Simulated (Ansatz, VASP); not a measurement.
**Si in VASP and in Ansatz**

The input INCAR:

```
ALGO = Normal
EDIFF = 1E-6
ENCUT = 520
GGA = CA
ISIF = 2
ISMEAR = 0
LASPH = True
LCHARG = True
LELF = True
LREAL = False
LVHAR = True
LWAVE = False
NBANDS = 11
NELM = 80
PREC = Accurate
SIGMA = 0.15
```

The input KPOINTS:

```
k-points
0
Gamma
  20 20 20
```

File POSCAR:

```
Si
1.0
   -2.3713723045      2.3713723045      1.3691433516
    2.3713723045     -2.3713723045      1.3691433516
    2.3713723045      2.3713723045     -1.3691433516
Si
2
Direct
    0.2500000000      0.7500000000      0.5000000000
    0.5000000000      0.5000000000      0.0000000000
```

Input for Ansatz:

```yaml
crystal:
  lattice:
    - [-2.3713723045, 2.3713723045, 1.3691433516]
    - [2.3713723045, -2.3713723045, 1.3691433516]
    - [2.3713723045, 2.3713723045, -1.3691433516]
  atoms:
    - { symbol: Si, position: [0.25, 0.75, 0.5] }
    - { symbol: Si, position: [0.5, 0.5, 0.0] }
basis:
  ecutwfc: 420
kpoints:
  mp_grid: { grid: [20, 20, 20] }
hamiltonian:
  xc: lda
scf:
  occupations: { method: gaussian, width: 0.15 }
output:
  forces: true
  stress: true
  eigenvalues: true
```

Change from the starting cell: strain +0.000 along x and y, +0.030 along z, atoms carried along.

Alike in both runs: task single point; functional LDA; k mesh 20 × 20 × 20; occupations gaussian, width 0.15 eV; no spin polarisation.

|  | VASP | Ansatz |
| --- | --- | --- |
| version | VASP 6.6.1 | Ansatz 0.2.0 |
| potentials or method | VASP PAW LDA potentials, release 64 (Si), cutoff 520 eV | scalar-relativistic, plane waves, PAW |
| valence electrons in the cell | 8 | 8 |

VASP gave:

* gap on the k mesh at the Fermi level (eV): none
* pressure (GPa): -3.4
* traceless stress, the component that is largest in VASP (GPa): -2.39

**Question.** Estimate Ansatz's values.

**Answer.** gap on the k mesh at the Fermi level (eV): none; pressure (GPa): -3.5; traceless stress, the component that is largest in VASP (GPa): -2.37.

LDA's correlation is that of Perdew and Zunger in VASP and of Perdew and Wang (1992) in Ansatz. A gap of «none» marks a metal or a gap that the smearing closes.
